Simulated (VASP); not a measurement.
Wanted: the native input for a VASP 6.6.1 run.

- Task: single point
- Functional: PBEsol
- Potentials or basis: VASP PAW PBE potentials, release 64 (Sr_sv, Cu, Ge_d)
- Cutoff: 520 eV
- k mesh: 8 × 8 × 6
- Occupations: fermi-dirac, width 0.1 eV
- Spin: no spin polarisation
- Dipole correction: no
- Further INCAR settings: ALGO = Normal; EDIFF = 1e-06; NBANDS = 24

The structure of SrCuGe lies in POSCAR:

```
SrCuGe
1.0
    4.2087279925      0.0000000000      0.0000000000
   -2.1043645028      3.6448652711      0.0000000000
    0.0000000000      0.0000000000      4.7316854162
Sr Cu Ge
1 1 1
Direct
    0.6666666667      0.3333333333      0.0000000000
    0.0000000000      0.0000000000      0.5000000000
    0.3333333333      0.6666666667      0.5000000000
```

These files were run (other wordings do the same):

INCAR

```
  PREC = Accurate
  ENCUT = 520
  EDIFF = 1E-6
  ISMEAR = -1
  SIGMA = 0.1
  LREAL = False
  LASPH = True
  NELM = 60
  ALGO = Normal
  ISIF = 2
  LWAVE = False
  LCHARG = False
  GGA = PS
  NBANDS = 24
```

KPOINTS

```
regular mesh
0
Gamma
  8 8 6
```

Potentials or basis: VASP PAW PBE potentials, release 64 (Sr_sv, Cu, Ge_d).

Run with:

```bash
$ cat potpaw_PBE.64/Sr_sv/POTCAR potpaw_PBE.64/Cu/POTCAR potpaw_PBE.64/Ge_d/POTCAR > POTCAR
$ mpirun -np 1 vasp_std > vasp.out
```

Results of the run:

```json
{"Pressure": "-3.0 GPa"}
```

Caveat: the PAW data sets were made with another functional, which shifts forces and pressure a little.

Run time: 120 s on 1 thread of AMD EPYC 7R13 Processor (Zen 3) (shared host), peak memory 0.2 GiB.
